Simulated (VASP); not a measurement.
Input of a VASP 6.6.1 run:

Contents of INCAR:

```
PREC = Accurate
ENCUT = 520
EDIFF = 1E-6
ISMEAR = -1
SIGMA = 0.05
LREAL = False
LASPH = True
NELM = 60
ALGO = Normal
ISIF = 2
LWAVE = False
LCHARG = True
GGA = PS
LELF = True
LVHAR = True
NBANDS = 13
```

File KPOINTS:

```
regular mesh
0
Gamma
  10 10 7
```

File POSCAR:

```
O
1.0
    1.9564787602     -1.1317166777      0.1134527691
    1.9564787602      1.1317166777      0.1134527691
   -1.4978604742      0.0000000000      3.2115681554
O
2
Direct
    0.9394176640      0.9394176640      0.8186966905
    0.0605823360      0.0605823360      0.1813033095
```

Potentials or basis: VASP PAW PBE potentials, release 64 (O).

Launch:

```sh
$ cat potpaw_PBE.64/O/POTCAR > POTCAR
$ mpirun -np 1 vasp_std > vasp.out
```

**Question.** What does it give for the pressure?

**Answer.** 36.7 GPa.

**Question.** Estimate the band gap on the k mesh.

**Answer.** Zero (band 6 reaches 6.84 eV, above the bottom of band 7 at 3.15 eV).

Stress tensor (GPa, compression positive):
```
29.83  0.00 -1.21
 0.00 29.75  0.00
-1.21  0.00 50.47
```

Caveat: the standard files for N, O and F lose accuracy on very short bonds; spin is off for a triplet molecule; the PAW data sets were made with another functional, which shifts forces and pressure a little.
